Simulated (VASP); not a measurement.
A run of VASP 6.6.1:

INCAR

```
SYSTEM = SiC
PREC = Accurate
ENCUT = 520
EDIFF = 1E-8
ISMEAR = -1
SIGMA = 0.02
LREAL = .False.
LASPH = .True.
NELM = 100
ALGO = Normal
ISIF = 2
LWAVE = .False.
LCHARG = .False.
GGA = PE
LEFG = .True.
NBANDS = 36
```

KPOINTS

```
regular mesh
0
Gamma
  10 10 2
  0 0 0
```

Contents of POSCAR:

```
SiC
1.0
    1.5690821724     -2.7198172038      0.0000000000
    1.5690821724      2.7198172038      0.0000000000
    0.0000000000      0.0000000000     15.4184831394
Si C
6 6
Direct
    0.1666620629      0.8333379371      0.8577214520
    0.8333379371      0.1666620629      0.3577214520
    0.5001149255      0.4998850745      0.5245066742
    0.4998850745      0.5001149255      0.0245066742
    0.8334420064      0.1665579936      0.6912249935
    0.1665579936      0.8334420064      0.1912249935
    0.5001800041      0.4998199959      0.6498136389
    0.4998199959      0.5001800041      0.1498136389
    0.1666200943      0.8333799057      0.9826819952
    0.8333799057      0.1666200943      0.4826819952
    0.8333969748      0.1666030252      0.8161912462
    0.1666030252      0.8333969748      0.3161912462
```

Potentials or basis: VASP PAW PBE potentials, release 64 (Si, C).

Launch:

```sh
$ cat potpaw_PBE.64/Si/POTCAR potpaw_PBE.64/C/POTCAR > POTCAR
$ mpirun -np 1 vasp_std > vasp.out
```

Hardware: 1 thread of Intel(R) Xeon(R) Platinum 8175M CPU @ 2.50GHz (Skylake/Cascade Lake), with other jobs on the host.

Q: How long does it take, and how much memory?

A: Run time: 5.2 min on 1 thread of Intel(R) Xeon(R) Platinum 8175M CPU @ 2.50GHz (Skylake/Cascade Lake), on a shared host, peak memory 0.38 GiB. Counts: scf iterations 18, k points 62.
